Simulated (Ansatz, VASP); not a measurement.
# KZnF3: VASP beside Ansatz

POSCAR

```
KZnF3
1.0
    4.0228179729      0.0000000000      0.0000000000
    0.0000000000      4.0228179729      0.0000000000
    0.0000000000      0.0000000000      4.0228179729
Zn K F
1 1 3
Direct
    0.5000000000      0.5000000000      0.5000000000
    0.0000000000      0.0000000000      0.0000000000
    0.5000000000      0.0000000000      0.5000000000
    0.0000000000      0.5000000000      0.5000000000
    0.5000000000      0.5000000000      0.0000000000
```

INCAR.step1

```
SYSTEM = KZnF3
ALGO     = Normal         ! electronic algorithm
EDIFF    = 1E-4           ! SCF threshold, eV
ENCUT    = 520            ! plane-wave cutoff, eV
GGA      = PE             ! functional
ISMEAR   = -1             ! smearing method
LASPH    = .TRUE.         ! aspherical terms in the spheres
LCHARG   = .FALSE.        ! write CHGCAR
LREAL    = .FALSE.        ! projectors in reciprocal space
LWAVE    = .TRUE.         ! write WAVECAR
NBANDS   = 29             ! bands
NELM     = 100            ! most SCF steps
PREC     = Accurate       ! precision mode
SIGMA    = 0.05           ! smearing width, eV
```

INCAR.step2

```
SYSTEM = KZnF3
ALGO     = Normal         ! electronic algorithm
EDIFF    = 1E-6           ! SCF threshold, eV
ENCUT    = 520            ! plane-wave cutoff, eV
ISIF     = 2              ! what is computed and relaxed
ISMEAR   = -1             ! smearing method
ISTART   = 1            
LASPH    = .TRUE.         ! aspherical terms in the spheres
LCHARG   = .FALSE.        ! write CHGCAR
LMIXTAU  = .TRUE.       
LREAL    = .FALSE.        ! projectors in reciprocal space
LWAVE    = .FALSE.        ! write WAVECAR
METAGGA  = R2SCAN         ! meta-GGA
NBANDS   = 29             ! bands
NELM     = 100            ! most SCF steps
PREC     = Accurate       ! precision mode
SIGMA    = 0.05           ! smearing width, eV
```

KPOINTS

```
k-points
0
G
  7 7 7
  0 0 0
```

File input.yaml:

```yaml
crystal:
  lattice:
    - [4.0228179729, 0.0, 0.0]
    - [0.0, 4.0228179729, 0.0]
    - [0.0, 0.0, 4.0228179729]
  atoms:
    - { symbol: Zn, position: [0.5, 0.5, 0.5] }
    - { symbol: K, position: [0.0, 0.0, 0.0] }
    - { symbol: F, position: [0.5, 0.0, 0.5] }
    - { symbol: F, position: [0.0, 0.5, 0.5] }
    - { symbol: F, position: [0.5, 0.5, 0.0] }
hamiltonian:
  xc: r2scan
  pseudopotentials: { kind: paw }
kpoints:
  mp_grid: { grid: [7, 7, 7] }
scf:
  occupations: { method: fermi_dirac, width: 0.05 }
output:
  forces: true
  stress: true
  eigenvalues: true
```

Alike in both runs: task single point; functional r2SCAN; k mesh 7 × 7 × 7; occupations fermi-dirac, width 0.05 eV; no spin polarisation.

|  | VASP | Ansatz |
| --- | --- | --- |
| version | VASP 6.6.1 | Ansatz 0.2.0 |
| potentials or method | VASP PAW PBE potentials, release 64 (Zn, K_sv, F) | Ansatz PAW |
| plane-wave cutoff (eV) | 520 | 500 |
| valence electrons in the cell | 42 | 42 |

VASP gave:

- gap on the k mesh at the Fermi level (eV): 4.75
- least direct gap on the mesh (eV): 6.74
- pressure (GPa): 1.9

Q: Which values does Ansatz return?

A: gap on the k mesh at the Fermi level (eV): 4.80; least direct gap on the mesh (eV): 6.76; pressure (GPa): 1.5.

VASP's potentials were made for PBE, not for r2SCAN. The functional is the same, so the differences come from potentials, cutoffs and numerics.

Noted on Ansatz's run: odd divisions of the mesh miss points on the zone boundary, where band edges often lie, so the gap on the mesh can be too wide.
